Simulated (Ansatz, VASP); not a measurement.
**K3S3Br in VASP and in Ansatz**

```xyz
7
Lattice="6.1315 0.0000 0.0000 0.0000 6.1315 0.0000 0.0000 0.0000 6.1315" Properties=species:S:1:pos:R:3 pbc="T T T"
K     0.0000    0.0000    3.0657
K     3.0657    0.0000    0.0000
K     0.0000    3.0657    0.0000
S     0.0000    3.0657    3.0657
S     3.0657    0.0000    3.0657
S     3.0657    3.0657    0.0000
Br    3.0657    3.0657    3.0657
```

Change from the starting cell: species swapped into the La3GaBr3 type (Pm-3m, No. 221).

Alike in both runs: task relaxation of cell and atoms; functional PBE; k mesh 6 × 6 × 6; occupations gaussian, width 0.1 eV; no spin polarisation.

|  | VASP | Ansatz |
| --- | --- | --- |
| version | VASP 6.6.1 | Ansatz 0.2.0 |
| potentials or method | VASP PAW PBE potentials, release 64 (K_sv, S, Br), cutoff 600 eV | scalar-relativistic, plane waves, PAW |
| valence electrons in the cell | 52 | 52 |

Ansatz gave:

| Property | Result |
| --- | --- |
| gap on the k mesh at the Fermi level, each at its own relaxed structure (eV) | none |
| relaxed volume (Å³/atom) | 32.51 |
| relaxed length of the cell vector where the two differ most in proportion (Å) | 6.105 |

Estimate VASP's values.

gap on the k mesh at the Fermi level, each at its own relaxed structure (eV): none; relaxed volume (Å³/atom): 32.62; relaxed length of the cell vector where the two differ most in proportion (Å): 6.112.

A gap of «none» marks a metal or a gap that the smearing closes.
